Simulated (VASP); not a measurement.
# BeS (P6_3/mmc) in VASP: a series of runs

BeS is run at these levels: PBE; tasks: single point.

Everything below comes from runs of VASP 6.6.1. Logs are shortened: lines on timing, memory, paths and dates and some standing lists are left out, and cuts for length are marked.

## Step 1: The cell of the first run

Symmetry: P6_3/mmc, No. 194, hexagonal system. Conventional cell: a = 3.233 Å, b = 3.233 Å, c = 5.140 Å, α = 90.00°, β = 90.00°, γ = 120.00°. Within 3.0 Å of Be (site symmetry -3m) lie 6 S at 2.27 Å and 2 Be at 2.57 Å. Within 3.0 Å of S (site symmetry -6m2) lie 6 Be at 2.27 Å.

## Step 2: Single point, PBE (volume changed by -6%)

INCAR reads:

```
SYSTEM = BeS
PREC = Accurate
ENCUT = 520
EDIFF = 1E-6
ISMEAR = 0
SIGMA = 0.01
LREAL = .False.
LASPH = .True.
NELM = 80
ALGO = Normal
ISIF = 2
LWAVE = .False.
LCHARG = .True.
GGA = PE
LELF = .True.
LVHAR = .True.
NBANDS = 16
```

KPOINTS reads:

```
Automatic mesh
0
Gamma
  9 9 4
  0 0 0
```

POSCAR reads:

```
BeS
1.0
    3.2331080886      0.0000000000      0.0000000000
   -1.6165540443      2.7999537379      0.0000000000
    0.0000000000      0.0000000000      5.1398208452
Be S
2 2
Direct
    0.0000000000      0.0000000000      0.0000000000
    0.0000000000      0.0000000000      0.5000000000
    0.3333333333      0.6666666667      0.2500000000
    0.6666666667      0.3333333333      0.7500000000
```

Potentials or basis: VASP PAW PBE potentials, release 64 (Be, S).

Run with:

```console
cat potpaw_PBE.64/Be/POTCAR potpaw_PBE.64/S/POTCAR > POTCAR
mpirun -np 1 vasp_std > vasp.out
```

OUTCAR:

```text
SYSTEM = BeS
   PREC = Accurate
   ENCUT = 520
   EDIFF = 1E-6
   ISMEAR = 0
   LREAL = .False.
   LASPH = .True.
   NELM = 80
   ISIF = 2
   GGA = PE

 ion  position               nearest neighbor table
   1  0.000  0.000  0.000-   3 2.27   4 2.27   3 2.27   4 2.27   4 2.27   3 2.27
   2  0.000  0.000  0.500-   3 2.27   4 2.27   3 2.27   4 2.27   4 2.27   3 2.27
   3  0.333  0.667  0.250-   1 2.27   2 2.27   1 2.27   2 2.27   1 2.27   2 2.27
   4  0.667  0.333  0.750-   1 2.27   2 2.27   1 2.27   2 2.27   1 2.27   2 2.27

  LATTYP: Found a hexagonal cell.
 ALAT       =     3.2331080886
 C/A-ratio  =     1.5897460599

  Lattice vectors:

 A1 = (   3.2331080886,   0.0000000000,   0.0000000000)
 A2 = (  -1.6165540443,   2.7999537379,   0.0000000000)
 A3 = (   0.0000000000,   0.0000000000,   5.1398208452)

Analysis of symmetry for initial positions (statically):
=====================================================================
 Subroutine PRICEL returns:
 Original cell was already a primitive cell.

 Routine SETGRP: Setting up the symmetry group for a
 hexagonal supercell.

 Subroutine GETGRP returns: Found 24 space group operations
 (whereof 12 operations were pure point group operations)
 out of a pool of 24 trial point group operations.

The static configuration has the point symmetry D_3d.
 The point group associated with its full space group is D_6h.

Analysis of symmetry for dynamics (positions and initial velocities):
=====================================================================
 Subroutine PRICEL returns:
 Original cell was already a primitive cell.

 Routine SETGRP: Setting up the symmetry group for a
 hexagonal supercell.

 Subroutine GETGRP returns: Found 24 space group operations
 (whereof 12 operations were pure point group operations)
 out of a pool of 24 trial point group operations.

The dynamic configuration has the point symmetry D_3d.
 The point group associated with its full space group is D_6h.

 Subroutine INISYM returns: Found 24 space group operations
 (whereof 12 operations are pure point group operations),
 and found     1 'primitive' translations

----------------------------------------------------------------------------------------

                                     Primitive cell

  volume of cell :      46.5285

  direct lattice vectors                    reciprocal lattice vectors
     3.233108089  0.000000000  0.000000000     0.309299897  0.178574379  0.000000000
    -1.616554044  2.799953738  0.000000000     0.000000000  0.357148758  0.000000000
     0.000000000  0.000000000  5.139820845     0.000000000  0.000000000  0.194559311

[... 93 lines left out ...]
   ISIF   =      2    stress and relaxation
   ISYM   =      2    0-nonsym 1-usesym 2-fastsym
   POTIM  = 0.5000    time-step for ionic-motion
   TEBEG  =    0.0;   TEEND  =   0.0 temperature during run
   PSTRESS=    0.0 pullay stress
   NELECT =      16.0000    total number of electrons
   NUPDOWN=      -1.0000    fix difference up-down
   EMIN   =  10.00;   EMAX   =-10.00  energy-range for DOS
   EFERMI =   0.00;   METHOD = LEGACY
   ISMEAR =     0;   SIGMA  =   0.01  broadening in eV -4-tet -1-fermi 0-gaus
   EFERMI_NEDOS =   21; number of points for ismear=-14 and -15
   IALGO  =     38    algorithm
   IMIX   =      4    mixing-type and parameters
     AMIX     =   0.40;   BMIX     =  1.00
     AMIX_MAG =   1.60;   BMIX_MAG =  1.00
  volume/ion in A,a.u.               =      11.63        78.50
  Fermi-wavevector in a.u.,A,eV,Ry     =   1.146943  2.167408 17.898166  1.315478
  Thomas-Fermi vector in A             =   2.283625
   LORBIT       =      0    0 simple, 1 ext, 2 COOP (PROOUT), +10 PAW based schemes
   GGA     = PE    functional components
   LHFCALC =     F    Hartree Fock is set to
   AEXX    =    0.0000 exact exchange contribution
   IVDW    =     0    specifies the selected vdW correction
   LEPSILON=     F    determine dielectric tensor
   LRPA    =     F    only Hartree local field effects (RPA)
 non-spin polarized calculation
 Gauss-broadening in eV      SIGMA  =   0.01
  energy-cutoff  :      520.00
  volume of cell :       46.53
 maximum number of plane-waves:      1284
   NGX = 13   NGY = 13   NGZ = 19

 number of electron      16.0000001 magnetization

 Free energy of the ion-electron system (eV)
  ---------------------------------------------------
  ext. energy  EPLUGINS =         0.00000000
  ---------------------------------------------------
  free energy    TOTEN  =       -17.89927957 eV

  energy without entropy =      -17.89927957  energy(sigma->0) =      -17.89927957

 E-fermi :   7.5866     XC(G=0): -10.8725

 val. band max:        7.5416958173   @ k =   0.0000   0.0000   0.0000
 cond. band min:       8.9441361500   @ k =   0.3333   0.3333   0.0000
 fundamental gap:      1.4024403327
 Fermi energy:         7.5865818743

 k-point     1 :       0.0000    0.0000    0.0000
  band No.  band energies     occupation
      1      -8.2703      2.00000
      2      -5.6723      2.00000
      3      -0.1740      2.00000
      4       6.6376      2.00000
      5       6.6376      2.00000
      6       6.6835      2.00000
[... 433 lines left out ...]
      3       0.4746      2.00000
      4       1.5652      2.00000
      5       1.5652      2.00000
      6       1.8307      2.00000
[... 8 lines left out ...]
     15      17.4533      0.00000
     16      17.4533      0.00000

 [... further k-points ...]

------------------------ aborting loop because EDIFF is reached ----------------------------------------

  FORCE on cell =-STRESS in cart. coord.  units (eV):
  Direction    XX          YY          ZZ          XY          YZ          ZX
  --------------------------------------------------------------------------------------
  -------------------------------------------------------------------------------------
  Total        2.1824634      2.1824634      2.1544971      0.0000000      0.0000000      0.0000000
  in kB       75.1516465     75.1516465     74.1886432      0.0000000      0.0000000      0.0000000
  external PRESSURE =      74.8306454 kB  Pullay stress =       0.0000000 kB

 VOLUME and BASIS-vectors are now :
 -----------------------------------------------------------------------------
  energy-cutoff  :      520.00
  volume of cell :       46.53
      direct lattice vectors                 reciprocal lattice vectors
     3.233108089  0.000000000  0.000000000     0.309299897  0.178574379  0.000000000
    -1.616554044  2.799953738  0.000000000     0.000000000  0.357148758  0.000000000
     0.000000000  0.000000000  5.139820845     0.000000000  0.000000000  0.194559311

 POSITION                                       TOTAL-FORCE (eV/Angst)
 -----------------------------------------------------------------------------------
      0.00000      0.00000      0.00000        -0.000000      0.000000     -0.000000
      0.00000      0.00000      2.56991        -0.000000      0.000000     -0.000000
     -0.00000      1.86664      1.28496         0.000000     -0.000000     -0.000000
      1.61655      0.93332      3.85487        -0.000000      0.000000      0.000000
 -----------------------------------------------------------------------------------
    total drift:                               -0.000000      0.000000     -0.000000

  FREE ENERGIE OF THE ION-ELECTRON SYSTEM (eV)
  ---------------------------------------------------
  free  energy   TOTEN  =       -17.8992795733 eV

  energy  without entropy=      -17.8992795733  energy(sigma->0) =      -17.89927957
```

Wall time 9.7 s (1 thread of Intel Xeon Platinum 8559C (Emerald Rapids), shared host); peak memory 0.16 GiB.

What came out:

```yaml
Free_energy: -17.8993 eV
Pressure: 7.5 GPa
Band_gap_on_the_k_mesh: 1.40 eV, indirect (least direct gap 3.54 eV)
```

Levels at points of the mesh, in eV from the valence-band top:
```
           k point  band 5  band 6  band 7  band 8  band 9  band 10  band 11  band 12
(0.00, 0.00, 0.00)   -0.90   -0.86   -0.86    0.00    3.54     5.42     5.76     5.76
(0.00, 0.00, 0.50)   -0.78   -0.78   -0.78   -0.78    4.51     4.51     5.09     5.09
```

Caveat: the cell differs from its parent crystal (volume changed by -6%).

## Step 3: Single point, PBE (volume changed by -3%)

INCAR reads:

```
SYSTEM = BeS
PREC = Accurate ; ENCUT = 520
EDIFF = 1E-6 ; ISMEAR = 0
SIGMA = 0.01 ; LREAL = .FALSE.
LASPH = .TRUE. ; NELM = 100
ALGO = Normal ; ISIF = 2
LWAVE = .FALSE. ; LCHARG = .FALSE.
GGA = PE ; NBANDS = 16
```

KPOINTS reads:

```
regular mesh
0
G
  9 9 4
  0 0 0
```

POSCAR reads:

```
BeS
1.0
    3.2671433065      0.0000000000      0.0000000000
   -1.6335716532      2.8294291012      0.0000000000
    0.0000000000      0.0000000000      5.1939281987
Be S
2 2
Direct
    0.0000000000      0.0000000000      0.0000000000
    0.0000000000      0.0000000000      0.5000000000
    0.3333333333      0.6666666667      0.2500000000
    0.6666666667      0.3333333333      0.7500000000
```

Potentials or basis: VASP PAW PBE potentials, release 64 (Be, S).

Run with:

```console
cat potpaw_PBE.64/Be/POTCAR potpaw_PBE.64/S/POTCAR > POTCAR
mpirun -np 1 vasp_std > vasp.out
```

Wall time 10 s (1 thread of Intel Xeon Platinum 8559C (Emerald Rapids), shared host); peak memory 0.15 GiB.

Results (log left out):

| Item | Value |
| --- | --- |
| Free energy | -17.9499 eV |
| Pressure | 3.4 GPa |
| Band gap on the k mesh | 1.43 eV, indirect (least direct gap 3.48 eV) |

Levels at points of the mesh, in eV from the valence-band top:
```
           k point  band 5  band 6  band 7  band 8  band 9  band 10  band 11  band 12
(0.00, 0.00, 0.00)   -0.86   -0.82   -0.82    0.00    3.48     5.09     5.76     5.76
(0.00, 0.00, 0.50)   -0.75   -0.75   -0.75   -0.75    4.41     4.41     5.14     5.14
```

Caveat: the cell differs from its parent crystal (volume changed by -3%). A k mesh can miss the band edges.

## Step 4: Single point, PBE

This run uses another cell than the first one, of 12.37 Å³/atom, 1.064 times its volume.

INCAR reads:

```
SYSTEM = BeS
PREC = Accurate
ENCUT = 520
EDIFF = 1E-7
ISMEAR = 0
SIGMA = 0.01
LREAL = .False.
LASPH = .True.
NELM = 60
ALGO = Normal
ISIF = 2
LWAVE = .False.
LCHARG = .True.
GGA = PE
LELF = .True.
LVHAR = .True.
NBANDS = 16
```

KPOINTS reads:

```
regular mesh
0
Gamma
  9 9 4
  0 0 0
```

POSCAR reads:

```
BeS
1.0
    3.3004838062      0.0000000000      0.0000000000
   -1.6502419031      2.8583028210      0.0000000000
    0.0000000000      0.0000000000      5.2469311268
Be S
2 2
Direct
    0.0000000000      0.0000000000      0.0000000000
    0.0000000000      0.0000000000      0.5000000000
    0.3333333333      0.6666666667      0.2500000000
    0.6666666667      0.3333333333      0.7500000000
```

Run with:

```console
cat potpaw_PBE.64/Be/POTCAR potpaw_PBE.64/S/POTCAR > POTCAR
mpirun -np 1 vasp_std > vasp.out
```

Run time: 15 s. Hardware: 1 thread of Intel Xeon Platinum 8559C (Emerald Rapids), shared host; peak memory 0.17 GiB.

The run converged. Its results:

* Free energy: -17.9655 eV
* Pressure: -0.1 GPa
* Band gap on the k mesh: 1.45 eV, indirect (least direct gap 3.43 eV)

Levels at points of the mesh, in eV from the valence-band top:
| k point | band 6 | band 7 | band 8 | band 9 | band 10 | band 11 |
| --- | --- | --- | --- | --- | --- | --- |
| (0.00, 0.00, 0.00) | -0.78 | -0.78 | 0.00 | 3.43 | 4.77 | 5.75 |
| (0.00, 0.00, 0.50) | -0.71 | -0.71 | -0.71 | 4.30 | 4.30 | 5.17 |

A k mesh can miss the band edges. As with any semilocal functional, this PBE gap is likely too small.

## Step 5: Single point, PBE (volume changed by +3%)

INCAR reads:

```
SYSTEM = BeS
PREC     = Accurate       ! precision mode
ENCUT    = 520            ! plane-wave cutoff, eV
EDIFF    = 1E-7           ! SCF threshold, eV
ISMEAR   = 0              ! smearing method
SIGMA    = 0.01           ! smearing width, eV
LREAL    = .False.        ! projectors in reciprocal space
LASPH    = .True.         ! aspherical terms in the spheres
NELM     = 60             ! most SCF steps
ALGO     = Normal         ! electronic algorithm
ISIF     = 2              ! what is computed and relaxed
LWAVE    = .False.        ! write WAVECAR
LCHARG   = .False.        ! write CHGCAR
GGA      = PE             ! functional
NBANDS   = 16             ! bands
```

KPOINTS reads:

```
Automatic mesh
0
Gamma
  9 9 4
  0 0 0
```

POSCAR reads:

```
BeS
1.0
    3.3331639890      0.0000000000      0.0000000000
   -1.6665819945      2.8866046895      0.0000000000
    0.0000000000      0.0000000000      5.2988843187
Be S
2 2
Direct
    0.0000000000      0.0000000000      0.0000000000
    0.0000000000      0.0000000000      0.5000000000
    0.3333333333      0.6666666667      0.2500000000
    0.6666666667      0.3333333333      0.7500000000
```

Potentials or basis: VASP PAW PBE potentials, release 64 (Be, S).

Run with:

```console
cat potpaw_PBE.64/Be/POTCAR potpaw_PBE.64/S/POTCAR > POTCAR
mpirun -np 1 vasp_std > vasp.out
```

OUTCAR:

```text
SYSTEM = BeS
   PREC = Accurate
   ENCUT = 520
   EDIFF = 1E-7
   ISMEAR = 0
   LREAL = .False.
   LASPH = .True.
   NELM = 60
   ISIF = 2
   GGA = PE

 ion  position               nearest neighbor table
   1  0.000  0.000  0.000-   3 2.34   4 2.34   4 2.34   3 2.34   4 2.34   3 2.34
   2  0.000  0.000  0.500-   3 2.34   4 2.34   4 2.34   3 2.34   4 2.34   3 2.34
   3  0.333  0.667  0.250-   1 2.34   2 2.34   1 2.34   2 2.34   1 2.34   2 2.34
   4  0.667  0.333  0.750-   1 2.34   2 2.34   1 2.34   2 2.34   1 2.34   2 2.34

  LATTYP: Found a hexagonal cell.
 ALAT       =     3.3331639890
 C/A-ratio  =     1.5897460600

  Lattice vectors:

 A1 = (   3.3331639890,   0.0000000000,   0.0000000000)
 A2 = (  -1.6665819945,   2.8866046895,   0.0000000000)
 A3 = (   0.0000000000,   0.0000000000,   5.2988843187)

Analysis of symmetry for initial positions (statically):
=====================================================================
 Subroutine PRICEL returns:
 Original cell was already a primitive cell.

 Routine SETGRP: Setting up the symmetry group for a
 hexagonal supercell.

 Subroutine GETGRP returns: Found 24 space group operations
 (whereof 12 operations were pure point group operations)
[... 176 lines left out ...]
 Fermi energy:         6.4768748793

 k-point     1 :       0.0000    0.0000    0.0000
  band No.  band energies     occupation
      1      -8.6068      2.00000
      2      -6.3392      2.00000
      3      -0.6266      2.00000
      4       5.5969      2.00000
      5       5.5969      2.00000
      6       5.6252      2.00000
[... 433 lines left out ...]
      3      -0.0780      2.00000
      4       1.0505      2.00000
      5       1.0505      2.00000
      6       1.2411      2.00000
[... 8 lines left out ...]
     15      16.2029      0.00000
     16      16.2029      0.00000

 [... further k-points ...]

------------------------ aborting loop because EDIFF is reached ----------------------------------------

  FORCE on cell =-STRESS in cart. coord.  units (eV):
  Direction    XX          YY          ZZ          XY          YZ          ZX
  --------------------------------------------------------------------------------------
  -------------------------------------------------------------------------------------
  Total       -0.9895438     -0.9895438     -0.9864914     -0.0000000      0.0000000      0.0000000
  in kB      -31.0969052    -31.0969052    -31.0009829     -0.0000000      0.0000000      0.0000000
  external PRESSURE =     -31.0649311 kB  Pullay stress =       0.0000000 kB

 VOLUME and BASIS-vectors are now :
 -----------------------------------------------------------------------------
  energy-cutoff  :      520.00
  volume of cell :       50.98
      direct lattice vectors                 reciprocal lattice vectors
     3.333163989  0.000000000  0.000000000     0.300015242  0.173213881  0.000000000
    -1.666581994  2.886604689  0.000000000     0.000000000  0.346427761  0.000000000
     0.000000000  0.000000000  5.298884319     0.000000000  0.000000000  0.188718972

 POSITION                                       TOTAL-FORCE (eV/Angst)
 -----------------------------------------------------------------------------------
      0.00000      0.00000      0.00000        -0.000000      0.000000      0.000000
      0.00000      0.00000      2.64944        -0.000000      0.000000      0.000000
     -0.00000      1.92440      1.32472        -0.000000      0.000000     -0.000000
      1.66658      0.96220      3.97416         0.000000      0.000000     -0.000000
 -----------------------------------------------------------------------------------
    total drift:                                0.000000     -0.000000     -0.000000

  FREE ENERGIE OF THE ION-ELECTRON SYSTEM (eV)
  ---------------------------------------------------
  free  energy   TOTEN  =       -17.9508742157 eV

  energy  without entropy=      -17.9508742157  energy(sigma->0) =      -17.95087422
```

OSZICAR:

```text
N       E                     dE             d eps       ncg     rms          rms(c)
DAV:   1     0.500553507487E+02    0.50055E+02   -0.69861E+03  1152   0.880E+02
DAV:   2    -0.142801106553E+02   -0.64335E+02   -0.58211E+02  1608   0.156E+02
DAV:   3    -0.180593647313E+02   -0.37793E+01   -0.37326E+01  1592   0.412E+01
DAV:   4    -0.181035065003E+02   -0.44142E-01   -0.44132E-01  1464   0.520E+00
DAV:   5    -0.181043713536E+02   -0.86485E-03   -0.86479E-03  1632   0.704E-01    0.903E+00
DAV:   6    -0.179630846645E+02    0.14129E+00   -0.17391E-01  1512   0.224E+00    0.601E+00
DAV:   7    -0.179544760101E+02    0.86087E-02   -0.11529E-01  1616   0.190E+00    0.116E+00
DAV:   8    -0.179507856637E+02    0.36903E-02   -0.12288E-02  1392   0.637E-01    0.132E-01
DAV:   9    -0.179508445776E+02   -0.58914E-04   -0.81236E-04  1608   0.176E-01    0.256E-02
DAV:  10    -0.179508671042E+02   -0.22527E-04   -0.23050E-05  1432   0.333E-02    0.125E-02
DAV:  11    -0.179508737970E+02   -0.66929E-05   -0.85874E-06  1384   0.204E-02    0.993E-03
DAV:  12    -0.179508741717E+02   -0.37463E-06   -0.20176E-07  1544   0.315E-03    0.102E-03
DAV:  13    -0.179508742157E+02   -0.44005E-07   -0.37892E-08   912   0.126E-03
   1 F= -.17950874E+02 E0= -.17950874E+02  d E =-.158320E-52
```

It took 14 s on 1 thread of Intel Xeon Platinum 8559C (Emerald Rapids), shared host; peak memory 0.18 GiB.

Results:

* Free energy: -17.9509 eV
* Pressure: -3.1 GPa
* Band gap on the k mesh: 1.47 eV, indirect (least direct gap 3.37 eV)

Levels at points of the mesh, in eV from the valence-band top:
| k point | band 4 | band 5 | band 6 | band 7 | band 8 | band 9 | band 10 | band 11 | band 12 | band 13 |
| --- | --- | --- | --- | --- | --- | --- | --- | --- | --- | --- |
| (0.00, 0.00, 0.00) | -0.77 | -0.77 | -0.75 | -0.75 | 0.00 | 3.37 | 4.47 | 5.74 | 5.74 | 6.47 |
| (0.00, 0.00, 0.50) | -3.87 | -0.68 | -0.68 | -0.68 | -0.68 | 4.19 | 4.19 | 5.20 | 5.20 | 5.20 |

Caveat: the cell differs from its parent crystal (volume changed by +3%). A k mesh can miss the band edges.

## Step 6: The runs side by side

| cell | gap on the mesh (eV) | pressure (GPa) |
| --- | --- | --- |
| a = 3.233, b = 3.233, c = 5.140 Å, angles 90.0, 90.0, 120.0°, 4 atoms | 1.40 | 7.5 |
| a = 3.267, b = 3.267, c = 5.194 Å, angles 90.0, 90.0, 120.0°, 4 atoms | 1.43 | 3.4 |
| a = 3.300, b = 3.300, c = 5.247 Å, angles 90.0, 90.0, 120.0°, 4 atoms | 1.45 | -0.1 |
| a = 3.333, b = 3.333, c = 5.299 Å, angles 90.0, 90.0, 120.0°, 4 atoms | 1.47 | -3.1 |

Alike in all rows: task single point; level PBE; potentials or basis VASP PAW PBE potentials, release 64 (Be, S); no spin polarisation; k mesh 9 × 9 × 4; cutoff (eV) 520; smearing gaussian 0.01 eV.

Total energies depend on the potentials used, so only differences within one code and one set of settings carry meaning.
